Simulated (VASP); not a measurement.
# GaN (P6_3mc) in VASP: notebook

Runs on GaN. Level: LDA. Tasks: single point.

Everything below comes from runs of VASP 6.6.1. Logs are shortened: lines on timing, memory, paths and dates and some standing lists are left out, and cuts for length are marked.

## (1) The cell of the first run

Symmetry: P6_3mc, No. 186, hexagonal system. Conventional cell: a = 3.183 Å, b = 3.183 Å, c = 5.113 Å, α = 90.00°, β = 90.00°, γ = 120.00°. Within 2.6 Å of Ga (site symmetry 3m) lie 4 N at 1.94 Å. Within 2.6 Å of N (site symmetry 3m) lie 4 Ga at 1.94 Å.

## (2) Single point, LDA (film at in-plane strain +0.01)

File INCAR:

```
PREC = Accurate
ENCUT = 520
EDIFF = 1E-6
ISMEAR = 0
SIGMA = 0.01
LREAL = F
LASPH = T
NELM = 100
ALGO = Normal
ISIF = 2
LWAVE = F
LCHARG = F
NBANDS = 26
```

File KPOINTS:

```
regular mesh
0
Gamma
  8 8 4
```

File POSCAR:

```
GaN
1.0
    3.1833327219      0.0000000000      0.0000000000
   -1.5916663609      2.7568470059      0.0000000000
    0.0000000000      0.0000000000      5.1127409128
Ga N
2 2
Direct
    0.3333333333      0.6666666667     -0.0019699460
    0.6666666667      0.3333333333      0.4980300540
    0.3333333333      0.6666666667      0.3769699460
    0.6666666667      0.3333333333      0.8769699460
```

Potentials or basis: VASP PAW LDA potentials, release 64 (Ga_d, N).

Started as:

```
$ cat potpaw_LDA.64/Ga_d/POTCAR potpaw_LDA.64/N/POTCAR > POTCAR
$ mpirun -np 1 vasp_std > vasp.out
```

OUTCAR:

```text
PREC = Accurate
   ENCUT = 520
   EDIFF = 1E-6
   ISMEAR = 0
   LREAL = F
   LASPH = T
   NELM = 100
   ISIF = 2

 ion  position               nearest neighbor table
   1  0.333  0.667  0.998-   3 1.94   4 1.94   4 1.94   4 1.94
   2  0.667  0.333  0.498-   4 1.94   3 1.94   3 1.94   3 1.94
   3  0.333  0.667  0.377-   1 1.94   2 1.94   2 1.94   2 1.94
   4  0.667  0.333  0.877-   2 1.94   1 1.94   1 1.94   1 1.94

  LATTYP: Found a hexagonal cell.
 ALAT       =     3.1833327219
 C/A-ratio  =     1.6060969303

  Lattice vectors:

 A1 = (   3.1833327219,   0.0000000000,   0.0000000000)
 A2 = (  -1.5916663609,   2.7568470059,   0.0000000000)
 A3 = (   0.0000000000,   0.0000000000,   5.1127409128)

Analysis of symmetry for initial positions (statically):
=====================================================================
 Subroutine PRICEL returns:
 Original cell was already a primitive cell.

 Routine SETGRP: Setting up the symmetry group for a
 hexagonal supercell.

 Subroutine GETGRP returns: Found 12 space group operations
 (whereof  6 operations were pure point group operations)
 out of a pool of 24 trial point group operations.

The static configuration has the point symmetry C_3v.
 The point group associated with its full space group is C_6v.

Analysis of symmetry for dynamics (positions and initial velocities):
=====================================================================
 Subroutine PRICEL returns:
 Original cell was already a primitive cell.

 Routine SETGRP: Setting up the symmetry group for a
 hexagonal supercell.

 Subroutine GETGRP returns: Found 12 space group operations
 (whereof  6 operations were pure point group operations)
 out of a pool of 24 trial point group operations.

The dynamic configuration has the point symmetry C_3v.
 The point group associated with its full space group is C_6v.

 Subroutine INISYM returns: Found 12 space group operations
 (whereof  6 operations are pure point group operations),
 and found     1 'primitive' translations

----------------------------------------------------------------------------------------

                                     Primitive cell
[... 84 lines left out ...]
   NGXF,Y,Z  is equivalent  to a cutoff of  25.07, 25.07, 26.01 a.u.
 SYSTEM =  unknown system
   PREC   = accura    normal or accurate (medium, high low for compatibility)
   ISTART =      0    job   : 0-new  1-cont  2-samecut
   ICHARG =      2    charge: 1-file 2-atom 10-const
   ISPIN  =      1    spin polarized calculation?
   LNONCOLLINEAR =      F non collinear calculations
   LSORBIT =      F    spin-orbit coupling
   LASPH  =      T    aspherical Exc in radial PAW
   ENCUT  =  520.0 eV  38.22 Ry    6.18 a.u.   5.92  5.92  9.51*2*pi/ulx,y,z
   NELM   =    100;   NELMIN=  2; NELMDL= -5     # of ELM steps
   EDIFF  = 0.1E-05   stopping-criterion for ELM
   LREAL  =      F    real-space projection
   EDIFFG = 0.1E-04   stopping-criterion for IOM
   NSW    =      0    number of steps for IOM
   IBRION =     -1    ionic relax: 0-MD 1-quasi-New 2-CG
   NFREE  =      0    steps in history (QN), initial steepest desc. (CG)
   ISIF   =      2    stress and relaxation
   ISYM   =      2    0-nonsym 1-usesym 2-fastsym
   POTIM  = 0.5000    time-step for ionic-motion
   TEBEG  =    0.0;   TEEND  =   0.0 temperature during run
   PSTRESS=    0.0 pullay stress
   NELECT =      36.0000    total number of electrons
   NUPDOWN=      -1.0000    fix difference up-down
   EMIN   =  10.00;   EMAX   =-10.00  energy-range for DOS
   EFERMI =   0.00;   METHOD = LEGACY
   ISMEAR =     0;   SIGMA  =   0.01  broadening in eV -4-tet -1-fermi 0-gaus
   EFERMI_NEDOS =   21; number of points for ismear=-14 and -15
   IALGO  =     38    algorithm
   IMIX   =      4    mixing-type and parameters
     AMIX     =   0.40;   BMIX     =  1.00
     AMIX_MAG =   1.60;   BMIX_MAG =  1.00
  volume/ion in A,a.u.               =      11.22        75.70
  Fermi-wavevector in a.u.,A,eV,Ry     =   1.521223  2.874694 31.485499  2.314119
  Thomas-Fermi vector in A             =   2.629967
   LORBIT       =      0    0 simple, 1 ext, 2 COOP (PROOUT), +10 PAW based schemes
   GGA     = CA    functional components
   LHFCALC =     F    Hartree Fock is set to
   AEXX    =    0.0000 exact exchange contribution
   IVDW    =     0    specifies the selected vdW correction
   LEPSILON=     F    determine dielectric tensor
   LRPA    =     F    only Hartree local field effects (RPA)
 non-spin polarized calculation
 Gauss-broadening in eV      SIGMA  =   0.01
  energy-cutoff  :      520.00
  volume of cell :       44.87
 maximum number of plane-waves:      1220
 NGX is ok and might be reduce to    24
   NGX = 11   NGY = 11   NGZ = 19

 number of electron      36.0000007 magnetization

 Free energy of the ion-electron system (eV)
  ---------------------------------------------------
  ext. energy  EPLUGINS =         0.00000000
  ---------------------------------------------------
  free energy    TOTEN  =       -27.90193473 eV

  energy without entropy =      -27.90193473  energy(sigma->0) =      -27.90193473

 E-fermi :   5.4008     XC(G=0): -12.2173

 val. band max:        5.2804358650   @ k =   0.0000   0.0000   0.0000
 cond. band min:       7.3379724228   @ k =   0.0000   0.0000   0.0000
 fundamental gap:      2.0575365578
 Fermi energy:         5.4007532410

 k-point     1 :       0.0000    0.0000    0.0000
  band No.  band energies     occupation
      1     -10.7377      2.00000
      2      -9.8040      2.00000
      3      -8.2925      2.00000
      4      -8.2806      2.00000
      5      -8.2806      2.00000
      6      -8.2147      2.00000
[... 685 lines left out ...]
     25      17.3233      0.00000
     26      17.3233      0.00000

 [... further k-points ...]
[... 5 lines left out ...]
  --------------------------------------------------------------------------------------
  -------------------------------------------------------------------------------------
  Total       -0.9373736     -0.9373736      0.3086048     -0.0000000      0.0000000      0.0000000
  in kB      -33.4714714    -33.4714714     11.0195741     -0.0000000      0.0000000      0.0000000
  external PRESSURE =     -18.6411229 kB  Pullay stress =       0.0000000 kB

 VOLUME and BASIS-vectors are now :
 -----------------------------------------------------------------------------
  energy-cutoff  :      520.00
  volume of cell :       44.87
      direct lattice vectors                 reciprocal lattice vectors
     3.183332722  0.000000000  0.000000000     0.314136186  0.181366612  0.000000000
    -1.591666361  2.756847006  0.000000000     0.000000000  0.362733223  0.000000000
     0.000000000  0.000000000  5.112740913     0.000000000  0.000000000  0.195589805

 POSITION                                       TOTAL-FORCE (eV/Angst)
 -----------------------------------------------------------------------------------
     -0.00000      1.83790      5.10267         0.000000      0.000000     -0.002158
      1.59167      0.91895      2.54630        -0.000000     -0.000000     -0.002158
     -0.00000      1.83790      1.92735         0.000000     -0.000000      0.002158
      1.59167      0.91895      4.48372        -0.000000      0.000000      0.002158
 -----------------------------------------------------------------------------------
    total drift:                               -0.000001     -0.000001      0.002155

  FREE ENERGIE OF THE ION-ELECTRON SYSTEM (eV)
  ---------------------------------------------------
  free  energy   TOTEN  =       -27.9019347299 eV

  energy  without entropy=      -27.9019347299  energy(sigma->0) =      -27.90193473
```

OSZICAR:

```text
N       E                     dE             d eps       ncg     rms          rms(c)
DAV:   1     0.269368454803E+03    0.26937E+03   -0.17608E+04  1704   0.258E+03
DAV:   2     0.205525060626E+01   -0.26731E+03   -0.25227E+03  1728   0.480E+02
DAV:   3    -0.310021825056E+02   -0.33057E+02   -0.32585E+02  1848   0.140E+02
DAV:   4    -0.319958172029E+02   -0.99363E+00   -0.98999E+00  1766   0.258E+01
DAV:   5    -0.320159751738E+02   -0.20158E-01   -0.20146E-01  1968   0.360E+00    0.107E+01
DAV:   6    -0.279386191557E+02    0.40774E+01   -0.10065E+01  2580   0.503E+01    0.317E+00
DAV:   7    -0.279623215734E+02   -0.23702E-01   -0.12224E+00  1686   0.832E+00    0.256E+00
DAV:   8    -0.279258286915E+02    0.36493E-01   -0.25687E-01  2492   0.507E+00    0.138E+00
DAV:   9    -0.279014312606E+02    0.24397E-01   -0.63694E-02  2474   0.389E+00    0.404E-01
DAV:  10    -0.279021375027E+02   -0.70624E-03   -0.67112E-03  1648   0.577E-01    0.203E-01
DAV:  11    -0.279019468027E+02    0.19070E-03   -0.11279E-03  2232   0.643E-01    0.845E-02
DAV:  12    -0.279019633690E+02   -0.16566E-04   -0.14301E-04  1646   0.748E-02    0.105E-01
DAV:  13    -0.279019584090E+02    0.49600E-05   -0.23917E-06  1604   0.123E-02    0.103E-01
DAV:  14    -0.279019461834E+02    0.12226E-04   -0.63493E-06  1704   0.243E-02    0.754E-02
DAV:  15    -0.279019422365E+02    0.39469E-05   -0.25342E-06  1256   0.119E-02    0.592E-02
DAV:  16    -0.279019365754E+02    0.56611E-05   -0.54950E-06  1612   0.216E-02    0.328E-02
DAV:  17    -0.279019349615E+02    0.16139E-05   -0.37467E-06  1790   0.160E-02    0.128E-02
DAV:  18    -0.279019347299E+02    0.23156E-06   -0.56055E-07   888   0.628E-03
   1 F= -.27901935E+02 E0= -.27901935E+02  d E =-.297536E-67
```

Wall time 13 s (1 thread of Intel Xeon 6975P-C (Granite Rapids), shared host); peak memory 0.15 GiB.

Results:

```yaml
Free_energy: -27.9019 eV
Pressure: -1.9 GPa
Band_gap_on_the_k_mesh: 2.06 eV, direct
```

Forces on the atoms (eV/Å):
```
Ga   0.000  0.000 -0.002
Ga   0.000  0.000 -0.002
N    0.000  0.000  0.002
N    0.000  0.000  0.002
```

Caveat: the cell differs from its parent crystal (film at in-plane strain +0.01).

## (3) Single point, LDA (in-plane strain +0.02, then relaxed in part)

File INCAR:

```
  PREC = Accurate
  ENCUT = 520
  EDIFF = 1E-6
  ISMEAR = 0
  SIGMA = 0.01
  LREAL = F
  LASPH = T
  NELM = 100
  ALGO = Normal
  ISIF = 2
  LWAVE = F
  LCHARG = F
  GGA = CA
  NBANDS = 26
```

File KPOINTS:

```
Automatic mesh
0
Gamma
  8 8 4
```

File POSCAR:

```
GaN
1.0
    3.2148508677      0.0000000000      0.0000000000
   -1.6074254338      2.7841425208      0.0000000000
    0.0000000000      0.0000000000      5.0877233315
Ga N
2 2
Direct
    0.3333333333      0.6666666667     -0.0031661581
    0.6666666667      0.3333333333      0.4968338419
    0.3333333333      0.6666666667      0.3781661581
    0.6666666667      0.3333333333      0.8781661581
```

Potentials or basis: VASP PAW LDA potentials, release 64 (Ga_d, N).

Started as:

```
$ cat potpaw_LDA.64/Ga_d/POTCAR potpaw_LDA.64/N/POTCAR > POTCAR
$ mpirun -np 1 vasp_std > vasp.out
```

Wall time 15 s (1 thread of Intel Xeon 6975P-C (Granite Rapids), shared host); peak memory 0.15 GiB.

The run converged. Its results:

- Free energy: -27.8706 eV
- Pressure: -4.6 GPa
- Largest force: 0.006 eV/Å
- Band gap on the k mesh: 1.92 eV, direct

Forces in eV/Å, atoms in the order of the input:
```
Ga   0.000  0.000 -0.006
Ga   0.000  0.000 -0.006
N    0.000  0.000  0.006
N    0.000  0.000  0.006
```

Stress tensor (GPa, compression positive):
```
-7.43  0.00  0.00
 0.00 -7.43  0.00
 0.00  0.00  1.13
```

Levels at points of the mesh, in eV from the valence-band top:
| k point | band 14 | band 15 | band 16 | band 17 | band 18 | band 19 | band 20 | band 21 | band 22 | band 23 |
| --- | --- | --- | --- | --- | --- | --- | --- | --- | --- | --- |
| (0.00, 0.00, 0.00) | -1.25 | -1.25 | -0.11 | -0.11 | 0.00 | 1.92 | 3.80 | 9.22 | 9.41 | 9.41 |
| (0.50, 0.00, 0.00) | -5.34 | -4.30 | -2.97 | -2.26 | -1.09 | 4.63 | 5.44 | 6.07 | 8.48 | 10.24 |
| (0.00, 0.00, 0.50) | -3.74 | -0.69 | -0.69 | -0.69 | -0.69 | 4.05 | 4.05 | 8.37 | 8.37 | 9.94 |
| (0.50, 0.00, 0.50) | -6.77 | -2.11 | -2.11 | -1.83 | -1.83 | 4.30 | 4.30 | 7.59 | 7.59 | 9.77 |

Caveat: the cell differs from its parent crystal (in-plane strain +0.02, then relaxed in part).

## (4) Single point, LDA (in-plane strain +0.02)

File INCAR:

```
ALGO     = Normal         # electronic algorithm
EDIFF    = 1E-6           # SCF threshold, eV
ENCUT    = 520            # plane-wave cutoff, eV
ISIF     = 2              # what is computed and relaxed
ISMEAR   = 0              # smearing method
LASPH    = T              # aspherical terms in the spheres
LCHARG   = F              # write CHGCAR
LREAL    = F              # projectors in reciprocal space
LWAVE    = F              # write WAVECAR
NBANDS   = 26             # bands
NELM     = 60             # most SCF steps
PREC     = Accurate       # precision mode
SIGMA    = 0.01           # smearing width, eV
```

File KPOINTS:

```
k-points
0
Gamma
  8 8 4
```

File POSCAR:

```
GaN
1.0
    3.2148508677      0.0000000000      0.0000000000
   -1.6074254338      2.7841425208      0.0000000000
    0.0000000000      0.0000000000      5.0767370209
Ga N
2 2
Direct
    0.3333333333      0.6666666667     -0.0007042242
    0.6666666667      0.3333333333      0.4992957758
    0.3333333333      0.6666666667      0.3757042242
    0.6666666667      0.3333333333      0.8757042242
```

Started as:

```
$ cat potpaw_LDA.64/Ga_d/POTCAR potpaw_LDA.64/N/POTCAR > POTCAR
$ mpirun -np 1 vasp_std > vasp.out
```

Wall time 14 s (1 thread of Intel Xeon 6975P-C (Granite Rapids), shared host); peak memory 0.15 GiB.

Results (log left out):

```
Free energy            : -27.8601 eV
Pressure               : -4.0 GPa
Largest force          : 0.356 eV/Å
Band gap on the k mesh : 1.98 eV, direct
```

Forces on the atoms (eV/Å):
```
Ga   0.000  0.000 -0.356
Ga   0.000  0.000 -0.356
N    0.000  0.000  0.356
N    0.000  0.000  0.356
```

Stress tensor (GPa, compression positive):
```
-8.15  0.00  0.00
 0.00 -8.15  0.00
 0.00  0.00  4.37
```

Levels at points of the mesh, in eV from the valence-band top:
| k point | band 15 | band 16 | band 17 | band 18 | band 19 | band 20 | band 21 | band 22 |
| --- | --- | --- | --- | --- | --- | --- | --- | --- |
| (0.00, 0.00, 0.00) | -1.21 | -0.04 | -0.04 | 0.00 | 1.98 | 3.89 | 9.28 | 9.46 |
| (0.50, 0.00, 0.00) | -4.33 | -2.92 | -2.30 | -0.98 | 4.70 | 5.51 | 6.11 | 8.54 |
| (0.00, 0.00, 0.50) | -0.64 | -0.64 | -0.64 | -0.64 | 4.10 | 4.10 | 8.49 | 8.49 |
| (0.50, 0.00, 0.50) | -2.04 | -2.04 | -1.83 | -1.83 | 4.34 | 4.34 | 7.71 | 7.71 |

Caveat: the cell differs from its parent crystal (in-plane strain +0.02).

## (5) The runs side by side

```tsv
cell	gap on the mesh (eV)	pressure (GPa)	largest force (eV/Å)
a = 3.183, b = 3.183, c = 5.113 Å, angles 90.0, 90.0, 120.0°, 4 atoms	2.06	-1.9	-
a = 3.215, b = 3.215, c = 5.088 Å, angles 90.0, 90.0, 120.0°, 4 atoms	1.92	-4.6	0.01
a = 3.215, b = 3.215, c = 5.077 Å, angles 90.0, 90.0, 120.0°, 4 atoms	1.98	-4.0	0.36
```

Alike in all rows: task single point; level LDA; potentials or basis VASP PAW LDA potentials, release 64 (Ga_d, N); no spin polarisation; k mesh 8 × 8 × 4; cutoff (eV) 520; smearing gaussian 0.01 eV.

Absolute energies hang on the potentials; compare differences alone.
